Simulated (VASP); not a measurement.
Write the native input for VASP 6.6.1 that does the following.

| Item | Value |
| --- | --- |
| Task | single point |
| Functional | r2SCAN |
| Potentials or basis | VASP PAW PBE potentials, release 64 (Re_sv_GW, V_sv, O, Ba_sv) |
| Cutoff | 660 eV |
| k mesh | 4 × 4 × 4 |
| Occupations | fermi-dirac, width 0.1 eV |
| Spin | no spin polarisation |
| Dipole correction | no |
| Further INCAR settings | ALGO = Normal; EDIFF = 1e-06; NBANDS = 53 |

The system is Ba2VReO6.

```xyz
10
Lattice="0.0000 4.0788 4.0788 4.0788 0.0000 4.0788 4.0788 4.0788 0.0000" Properties=species:S:1:pos:R:3 pbc="T T T"
Re    0.0000    0.0000    0.0000
V     4.0788    4.0788    4.0788
O     2.0394    4.0788    4.0788
O     4.0788    2.0394    4.0788
O     6.1181    4.0788    4.0788
O     4.0788    6.1181    4.0788
O     4.0788    4.0788    2.0394
O     4.0788    4.0788    6.1181
Ba    2.0394    2.0394    2.0394
Ba    6.1181    6.1181    6.1181
```

One way to write it, as run:

POSCAR

```
Ba2VReO6
1.0
    0.0000000000      4.0787620000      4.0787620000
    4.0787620000      0.0000000000      4.0787620000
    4.0787620000      4.0787620000      0.0000000000
Re V O Ba
1 1 6 2
Direct
    0.0000000000      0.0000000000      0.0000000000
    0.5000000000      0.5000000000      0.5000000000
    0.7500000000      0.2500000000      0.2500000000
    0.2500000000      0.7500000000      0.2500000000
    0.2500000000      0.7500000000      0.7500000000
    0.7500000000      0.2500000000      0.7500000000
    0.2500000000      0.2500000000      0.7500000000
    0.7500000000      0.7500000000      0.2500000000
    0.2500000000      0.2500000000      0.2500000000
    0.7500000000      0.7500000000      0.7500000000
```

INCAR.step1

```
PREC     = Accurate       # precision mode
ENCUT    = 660            # plane-wave cutoff, eV
ISMEAR   = -1             # smearing method
SIGMA    = 0.1            # smearing width, eV
LREAL    = F              # projectors in reciprocal space
LASPH    = T              # aspherical terms in the spheres
NELM     = 120            # most SCF steps
NBANDS   = 53             # bands
GGA      = PE             # functional
ALGO     = Normal         # electronic algorithm
EDIFF    = 1E-5           # SCF threshold, eV
LWAVE    = T              # write WAVECAR
LCHARG   = F              # write CHGCAR
GGA_COMPAT= F
```

INCAR.step2

```
PREC     = Accurate       # precision mode
ENCUT    = 660            # plane-wave cutoff, eV
EDIFF    = 1E-6           # SCF threshold, eV
ISMEAR   = -1             # smearing method
SIGMA    = 0.1            # smearing width, eV
LREAL    = F              # projectors in reciprocal space
LASPH    = T              # aspherical terms in the spheres
NELM     = 120            # most SCF steps
ALGO     = Normal         # electronic algorithm
ISIF     = 2              # what is computed and relaxed
LWAVE    = F              # write WAVECAR
LCHARG   = T              # write CHGCAR
METAGGA  = R2SCAN         # meta-GGA
LMIXTAU  = T            
LELF     = T              # ELF
LVHAR    = T            
NBANDS   = 53             # bands
ISTART   = 1            
GGA_COMPAT= F
```

KPOINTS

```
Automatic mesh
0
Gamma
  4 4 4
```

Potentials or basis: VASP PAW PBE potentials, release 64 (Re_sv_GW, V_sv, O, Ba_sv).

Launch:

```sh
$ cat potpaw_PBE.64/Re_sv_GW/POTCAR potpaw_PBE.64/V_sv/POTCAR potpaw_PBE.64/O/POTCAR potpaw_PBE.64/Ba_sv/POTCAR > POTCAR
$ cp INCAR.step1 INCAR
$ mpirun -np 1 vasp_std > vasp.out
$ cp INCAR.step2 INCAR
$ mpirun -np 1 vasp_std > vasp.out
```

It gave:

```
Pressure               : -11.8 GPa
Band gap on the k mesh : zero (bands 42 and 43 overlap by 1.91 eV)
```

Caveat: the cell stands under tension; the PAW data sets were made with another functional, which shifts forces and pressure a little; spin-orbit coupling is left out, which moves the levels of the heavy elements; the run has no spin polarisation, though such a crystal can be magnetic; semilocal functionals often make such compounds metallic where correlation or magnetic order opens a gap, which also shifts bond lengths.

Run time: 5.7 min on 1 thread of Intel(R) Xeon(R) 6975P-C (Granite Rapids) (shared host), peak memory 0.4 GiB.
